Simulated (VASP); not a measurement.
# MgO (Pm-3n) in VASP: a series of runs

Runs on MgO. Level: PBEsol. Tasks: single point, relaxation of cell and atoms.

Program: VASP 6.6.1. These are calculated values, not measurements. Logs are shortened: lines on timing, memory, paths and dates and some standing lists are left out, and cuts for length are marked.

## (1) The cell of the first run

The structure is cubic, space group Pm-3n (No. 223). The conventional cell has a = 5.591 Å, b = 5.591 Å, c = 5.591 Å, α = 90.00°, β = 90.00°, γ = 90.00°. Within 2.6 Å of Mg (site symmetry -4m2) lie 4 O at 1.98 Å. O (site symmetry -4m2) has 4 Mg at 1.98 Å within 2.6 Å.

## (2) Single point, PBEsol

Input file INCAR:

```
SYSTEM = MgO
PREC = Accurate
ENCUT = 520
EDIFF = 1E-6
ISMEAR = 0
SIGMA = 0.02
LREAL = .False.
LASPH = .True.
NELM = 60
ALGO = Normal
ISIF = 2
LWAVE = .False.
LCHARG = .False.
GGA = PS
NBANDS = 36
```

Input file KPOINTS:

```
regular mesh
0
Gamma
  4 4 4
  0 0 0
```

Input file POSCAR:

```
MgO
1.0
    5.5908553621      0.0000000000      0.0000000000
    0.0000000000      5.5908553621      0.0000000000
    0.0000000000      0.0000000000      5.5908553621
Mg O
6 6
Direct
    0.2500000000      0.0000000000      0.5000000000
    0.0000000000      0.5000000000      0.2500000000
    0.5000000000      0.7500000000      0.0000000000
    0.7500000000      0.0000000000      0.5000000000
    0.0000000000      0.5000000000      0.7500000000
    0.5000000000      0.2500000000      0.0000000000
    0.2500000000      0.5000000000      0.0000000000
    0.5000000000      0.0000000000      0.2500000000
    0.0000000000      0.7500000000      0.5000000000
    0.7500000000      0.5000000000      0.0000000000
    0.5000000000      0.0000000000      0.7500000000
    0.0000000000      0.2500000000      0.5000000000
```

Potentials or basis: VASP PAW PBE potentials, release 64 (Mg, O).

Launch:

```sh
cat potpaw_PBE.64/Mg/POTCAR potpaw_PBE.64/O/POTCAR > POTCAR
mpirun -np 1 vasp_std > vasp.out
```

OUTCAR:

```text
SYSTEM = MgO
   PREC = Accurate
   ENCUT = 520
   EDIFF = 1E-6
   ISMEAR = 0
   LREAL = .False.
   LASPH = .True.
   NELM = 60
   ISIF = 2
   GGA = PS

 ion  position               nearest neighbor table
   1  0.250  0.000  0.500-   8 1.98   9 1.98  11 1.98  12 1.98   4 2.80   4 2.80   2 3.42   5 3.42
                             6 3.42   3 3.42   6 3.42   2 3.42   5 3.42   3 3.42
   2  0.000  0.500  0.250-   7 1.98   9 1.98  10 1.98  12 1.98   5 2.80   5 2.80   4 3.42   1 3.42
                             6 3.42   3 3.42   1 3.42   4 3.42   3 3.42   6 3.42
   3  0.500  0.750  0.000-   7 1.98   8 1.98  10 1.98  11 1.98   6 2.80   6 2.80   4 3.42   5 3.42
                             1 3.42   1 3.42   4 3.42   2 3.42   2 3.42   5 3.42
   4  0.750  0.000  0.500-   8 1.98   9 1.98  11 1.98  12 1.98   1 2.80   1 2.80   3 3.42   5 3.42
                             6 3.42   3 3.42   6 3.42   2 3.42   5 3.42   2 3.42
   5  0.000  0.500  0.750-   7 1.98   9 1.98  10 1.98  12 1.98   2 2.80   2 2.80   3 3.42   4 3.42
                             6 3.42   1 3.42   1 3.42   4 3.42   3 3.42   6 3.42
   6  0.500  0.250  0.000-   7 1.98   8 1.98  10 1.98  11 1.98   3 2.80   3 2.80   1 3.42   4 3.42
                             5 3.42   1 3.42   4 3.42   2 3.42   2 3.42   5 3.42
   7  0.250  0.500  0.000-   2 1.98   3 1.98   5 1.98   6 1.98
   8  0.500  0.000  0.250-   1 1.98   3 1.98   4 1.98   6 1.98
   9  0.000  0.750  0.500-   1 1.98   2 1.98   4 1.98   5 1.98
  10  0.750  0.500  0.000-   2 1.98   3 1.98   5 1.98   6 1.98
  11  0.500  0.000  0.750-   1 1.98   3 1.98   4 1.98   6 1.98
  12  0.000  0.250  0.500-   1 1.98   2 1.98   4 1.98   5 1.98

  LATTYP: Found a simple cubic cell.
 ALAT       =     5.5908553621

  Lattice vectors:

 A1 = (   5.5908553621,   0.0000000000,   0.0000000000)
 A2 = (   0.0000000000,   5.5908553621,   0.0000000000)
 A3 = (   0.0000000000,   0.0000000000,   5.5908553621)

Analysis of symmetry for initial positions (statically):
=====================================================================
 Subroutine PRICEL returns:
 Original cell was already a primitive cell.

 Routine SETGRP: Setting up the symmetry group for a
 simple cubic supercell.

 Subroutine GETGRP returns: Found 48 space group operations
 (whereof 24 operations were pure point group operations)
 out of a pool of 48 trial point group operations.

The static configuration has the point symmetry T_h .
 The point group associated with its full space group is O_h .

Analysis of symmetry for dynamics (positions and initial velocities):
=====================================================================
 Subroutine PRICEL returns:
 Original cell was already a primitive cell.

 Routine SETGRP: Setting up the symmetry group for a
 simple cubic supercell.

 Subroutine GETGRP returns: Found 48 space group operations
 (whereof 24 operations were pure point group operations)
 out of a pool of 48 trial point group operations.

The dynamic configuration has the point symmetry T_h .
 The point group associated with its full space group is O_h .

 Subroutine INISYM returns: Found 48 space group operations
 (whereof 24 operations are pure point group operations),
 and found     1 'primitive' translations

----------------------------------------------------------------------------------------

                                     Primitive cell

  volume of cell :     174.7571

  direct lattice vectors                    reciprocal lattice vectors
     5.590855362  0.000000000  0.000000000     0.178863508  0.000000000  0.000000000
     0.000000000  5.590855362  0.000000000     0.000000000  0.178863508  0.000000000
     0.000000000  0.000000000  5.590855362     0.000000000  0.000000000  0.178863508

  length of vectors
     5.590855362  5.590855362  5.590855362     0.178863508  0.178863508  0.178863508

  position of ions in fractional coordinates (direct lattice)
     0.250000000  0.000000000  0.500000000
     0.000000000  0.500000000  0.250000000
     0.500000000  0.750000000  0.000000000
     0.750000000  0.000000000  0.500000000
     0.000000000  0.500000000  0.750000000
     0.500000000  0.250000000  0.000000000
     0.250000000  0.500000000  0.000000000
     0.500000000  0.000000000  0.250000000
     0.000000000  0.750000000  0.500000000
     0.750000000  0.500000000  0.000000000
     0.500000000  0.000000000  0.750000000
     0.000000000  0.250000000  0.500000000
[... 28 lines left out ...]
     0.000000000  0.044715877  0.000000000     0.000000000  0.250000000  0.000000000
     0.000000000  0.000000000  0.044715877     0.000000000  0.000000000  0.250000000

  Length of vectors
     0.044715877  0.044715877  0.044715877

  Shift w.r.t. Gamma in fractional coordinates (k-lattice)
     0.000000000  0.000000000  0.000000000

 Subroutine IBZKPT returns following result:
 ===========================================

 Found     10 irreducible k-points:

 Following reciprocal coordinates:
            Coordinates               Weight
  0.000000  0.000000  0.000000      1.000000
  0.250000  0.000000  0.000000      6.000000
  0.500000  0.000000  0.000000      3.000000
  0.250000  0.250000  0.000000     12.000000
  0.500000  0.250000  0.000000     12.000000
  0.500000  0.500000  0.000000      3.000000
  0.250000  0.250000  0.250000      8.000000
  0.500000  0.250000  0.250000     12.000000
  0.500000  0.500000  0.250000      6.000000
  0.500000  0.500000  0.500000      1.000000
   k-points           NKPTS =     10   k-points in BZ     NKDIM =     10   number of bands    NBANDS=     36
   number of dos      NEDOS =    301   number of ions     NIONS =     12
   total plane-waves  NPLWV =  74088
   dimension x,y,z NGX =    42 NGY =   42 NGZ =   42
   dimension x,y,z NGXF=    84 NGYF=   84 NGZF=   84
   ions per type =               6   6
   NGX,Y,Z   is equivalent  to a cutoff of  12.49, 12.49, 12.49 a.u.
   NGXF,Y,Z  is equivalent  to a cutoff of  24.98, 24.98, 24.98 a.u.
 SYSTEM =  MgO
   PREC   = accura    normal or accurate (medium, high low for compatibility)
   ISTART =      0    job   : 0-new  1-cont  2-samecut
   ICHARG =      2    charge: 1-file 2-atom 10-const
   ISPIN  =      1    spin polarized calculation?
   LNONCOLLINEAR =      F non collinear calculations
   LSORBIT =      F    spin-orbit coupling
   LASPH  =      T    aspherical Exc in radial PAW
   ENCUT  =  520.0 eV  38.22 Ry    6.18 a.u.  10.40 10.40 10.40*2*pi/ulx,y,z
   NELM   =     60;   NELMIN=  2; NELMDL= -5     # of ELM steps
   EDIFF  = 0.1E-05   stopping-criterion for ELM
   LREAL  =      F    real-space projection
   EDIFFG = 0.1E-04   stopping-criterion for IOM
   NSW    =      0    number of steps for IOM
   IBRION =     -1    ionic relax: 0-MD 1-quasi-New 2-CG
   NFREE  =      0    steps in history (QN), initial steepest desc. (CG)
   ISIF   =      2    stress and relaxation
   ISYM   =      2    0-nonsym 1-usesym 2-fastsym
   POTIM  = 0.5000    time-step for ionic-motion
   TEBEG  =    0.0;   TEEND  =   0.0 temperature during run
   PSTRESS=    0.0 pullay stress
   NELECT =      48.0000    total number of electrons
   NUPDOWN=      -1.0000    fix difference up-down
   EMIN   =  10.00;   EMAX   =-10.00  energy-range for DOS
   EFERMI =   0.00;   METHOD = LEGACY
   ISMEAR =     0;   SIGMA  =   0.02  broadening in eV -4-tet -1-fermi 0-gaus
   EFERMI_NEDOS =   21; number of points for ismear=-14 and -15
   IALGO  =     38    algorithm
   IMIX   =      4    mixing-type and parameters
     AMIX     =   0.40;   BMIX     =  1.00
     AMIX_MAG =   1.60;   BMIX_MAG =  1.00
  volume/ion in A,a.u.               =      14.56        98.28
  Fermi-wavevector in a.u.,A,eV,Ry     =   1.064168  2.010987 15.407975  1.132454
  Thomas-Fermi vector in A             =   2.199678
   LORBIT       =      0    0 simple, 1 ext, 2 COOP (PROOUT), +10 PAW based schemes
   GGA     = PS    functional components
   LHFCALC =     F    Hartree Fock is set to
   AEXX    =    0.0000 exact exchange contribution
   IVDW    =     0    specifies the selected vdW correction
   LEPSILON=     F    determine dielectric tensor
   LRPA    =     F    only Hartree local field effects (RPA)
 non-spin polarized calculation
 Gauss-broadening in eV      SIGMA  =   0.02
  energy-cutoff  :      520.00
  volume of cell :      174.76
 maximum number of plane-waves:      4729
 NGX is ok and might be reduce to    42
   NGX = 21   NGY = 21   NGZ = 21

 number of electron      47.9999963 magnetization

 Free energy of the ion-electron system (eV)
  ---------------------------------------------------
  ext. energy  EPLUGINS =         0.00000000
  ---------------------------------------------------
  free energy    TOTEN  =       -72.67192756 eV

  energy without entropy =      -72.67192756  energy(sigma->0) =      -72.67192756

 E-fermi :   0.0006     XC(G=0):  -8.7117

 val. band max:       -0.1711745580   @ k =   0.0000   0.0000   0.0000
 cond. band min:       2.6620169663   @ k =   0.0000   0.0000   0.0000
 fundamental gap:      2.8331915243
 Fermi energy:         0.0005588155

 k-point     1 :       0.0000    0.0000    0.0000
  band No.  band energies     occupation
      1     -16.2129      2.00000
      2     -15.7654      2.00000
      3     -15.7654      2.00000
      4     -15.3141      2.00000
      5     -15.3141      2.00000
      6     -15.3141      2.00000
[... 379 lines left out ...]
     35      11.8644      0.00000
     36      11.8644      0.00000

------------------------ aborting loop because EDIFF is reached ----------------------------------------

  FORCE on cell =-STRESS in cart. coord.  units (eV):
  Direction    XX          YY          ZZ          XY          YZ          ZX
  --------------------------------------------------------------------------------------
  -------------------------------------------------------------------------------------
  Total       -0.2476163     -0.2476163     -0.2476163      0.0000000     -0.0000000      0.0000000
  in kB       -2.2701521     -2.2701521     -2.2701521      0.0000000     -0.0000000      0.0000000
  external PRESSURE =      -2.2701521 kB  Pullay stress =       0.0000000 kB

 VOLUME and BASIS-vectors are now :
 -----------------------------------------------------------------------------
  energy-cutoff  :      520.00
  volume of cell :      174.76
      direct lattice vectors                 reciprocal lattice vectors
     5.590855362  0.000000000  0.000000000     0.178863508  0.000000000  0.000000000
     0.000000000  5.590855362  0.000000000     0.000000000  0.178863508  0.000000000
     0.000000000  0.000000000  5.590855362     0.000000000  0.000000000  0.178863508

 POSITION                                       TOTAL-FORCE (eV/Angst)
 -----------------------------------------------------------------------------------
      1.39771      0.00000      2.79543         0.000000      0.000000     -0.000000
      0.00000      2.79543      1.39771         0.000000      0.000000     -0.000000
      2.79543      4.19314      0.00000        -0.000000     -0.000000      0.000000
      4.19314      0.00000      2.79543        -0.000000     -0.000000      0.000000
      0.00000      2.79543      4.19314        -0.000000     -0.000000      0.000000
      2.79543      1.39771      0.00000         0.000000      0.000000     -0.000000
      1.39771      2.79543      0.00000         0.000000     -0.000000     -0.000000
      2.79543      0.00000      1.39771         0.000000     -0.000000      0.000000
      0.00000      4.19314      2.79543         0.000000     -0.000000     -0.000000
      4.19314      2.79543      0.00000        -0.000000      0.000000      0.000000
      2.79543      0.00000      4.19314        -0.000000     -0.000000     -0.000000
      0.00000      1.39771      2.79543        -0.000000      0.000000      0.000000
 -----------------------------------------------------------------------------------
    total drift:                                0.000000      0.000000     -0.000000

  FREE ENERGIE OF THE ION-ELECTRON SYSTEM (eV)
  ---------------------------------------------------
  free  energy   TOTEN  =       -72.6719275588 eV

  energy  without entropy=      -72.6719275588  energy(sigma->0) =      -72.67192756
```

It took 1.8 min on 1 thread of AMD EPYC 7R43 (Zen 3), shared host; peak memory 0.23 GiB.

Results:

| Property | Result |
| --- | --- |
| Free energy | -72.6719 eV |
| Pressure | -0.2 GPa |
| Band gap on the k mesh | 2.83 eV, direct |

Caveat: the PAW data sets were made with another functional, which shifts forces and pressure a little. A hybrid or GW would open this gap; PBEsol tends to underestimate it.

## (3) Relaxation of cell and atoms, PBEsol

This run uses another cell than the first one, of 14.96 Å³/atom, 1.027 times its volume.

Input file INCAR:

```
SYSTEM = MgO
PREC = Accurate
ENCUT = 600
EDIFF = 1E-7
ISMEAR = 0
SIGMA = 0.02
LREAL = .False.
LASPH = .True.
NELM = 100
ALGO = Normal
ISIF = 3
LWAVE = .False.
LCHARG = .False.
GGA = PS
IBRION = 2
NSW = 100
EDIFFG = -0.005
```

Input file KPOINTS:

```
Automatic mesh
0
Gamma
  4 4 4
  0 0 0
```

Changes to POSCAR since step 2:

```diff
@@ -2,5 +2,5 @@
 1.0
-    5.5908553621      0.0000000000      0.0000000000
-    0.0000000000      5.5908553621      0.0000000000
-    0.0000000000      0.0000000000      5.5908553621
+    5.6405780000      0.0000000000      0.0000000000
+    0.0000000000      5.6405780000      0.0000000000
+    0.0000000000      0.0000000000      5.6405780000
 Mg O
```

Potentials or basis: VASP PAW PBE potentials, release 64 (Mg, O).

Launch:

```sh
cat potpaw_PBE.64/Mg/POTCAR potpaw_PBE.64/O/POTCAR > POTCAR
mpirun -np 1 vasp_std > vasp.out
```

Run time: 3.6 min. Hardware: 1 thread of Intel Xeon 6975P-C, shared host; peak memory 0.36 GiB.

The run converged. Its results:

```
Free energy                            : -72.6967 eV
Relaxed volume                         : 14.51 Å³/atom
Relaxed cell                           : a = 5.584 Å, b = 5.584 Å, c = 5.584 Å, α = 90.00°, β = 90.00°, γ = 90.00°
Space group after relaxing (to 0.05 Å) : Pm-3n (No. 223)
Energy gained by relaxing              : 4.0 meV/atom
Ionic steps                            : 3
Pressure after relaxing                : 0.0 GPa
Band gap on the k mesh                 : 2.84 eV, direct
```

Step by step:
```csv
step,energy change (eV),largest force (eV/Å),pressure (GPa),volume (Å³)
1,0.0000,0.0000,-2.81,179.46
2,-0.0450,0.0000,0.79,172.73
3,-0.0484,0.0000,0.00,174.09
```

Final structure:
```cif
data_structure
_symmetry_space_group_name_H-M 'P 1'
_symmetry_Int_Tables_number 1
_cell_length_a 5.5837
_cell_length_b 5.5837
_cell_length_c 5.5837
_cell_angle_alpha 90.000
_cell_angle_beta 90.000
_cell_angle_gamma 90.000
_cell_volume 174.09
loop_
_atom_site_label
_atom_site_type_symbol
_atom_site_fract_x
_atom_site_fract_y
_atom_site_fract_z
_atom_site_occupancy
Mg1 Mg 0.25000 0.00000 0.50000 1
Mg2 Mg 0.00000 0.50000 0.25000 1
Mg3 Mg 0.50000 0.75000 0.00000 1
Mg4 Mg 0.75000 0.00000 0.50000 1
Mg5 Mg 0.00000 0.50000 0.75000 1
Mg6 Mg 0.50000 0.25000 0.00000 1
O1 O 0.25000 0.50000 0.00000 1
O2 O 0.50000 0.00000 0.25000 1
O3 O 0.00000 0.75000 0.50000 1
O4 O 0.75000 0.50000 0.00000 1
O5 O 0.50000 0.00000 0.75000 1
O6 O 0.00000 0.25000 0.50000 1
```

Levels at points of the mesh, in eV from the valence-band top:
```
           k point  band 21  band 22  band 23  band 24  band 25  band 26  band 27  band 28
(0.00, 0.00, 0.00)    -0.65     0.00     0.00     0.00     2.84     5.93     7.96     7.96
(0.50, 0.00, 0.00)    -0.61    -0.61     0.00     0.00     4.77     4.77     7.59     7.59
(0.50, 0.50, 0.00)    -0.60    -0.60    -0.47     0.00     5.71     5.77     5.77     6.71
(0.50, 0.50, 0.50)    -0.84    -0.84    -0.84    -0.84     6.33     6.33     7.42     7.42
```

Caveat: the PAW data sets were made with another functional, which shifts forces and pressure a little. As with any semilocal functional, this PBEsol gap is likely too small.
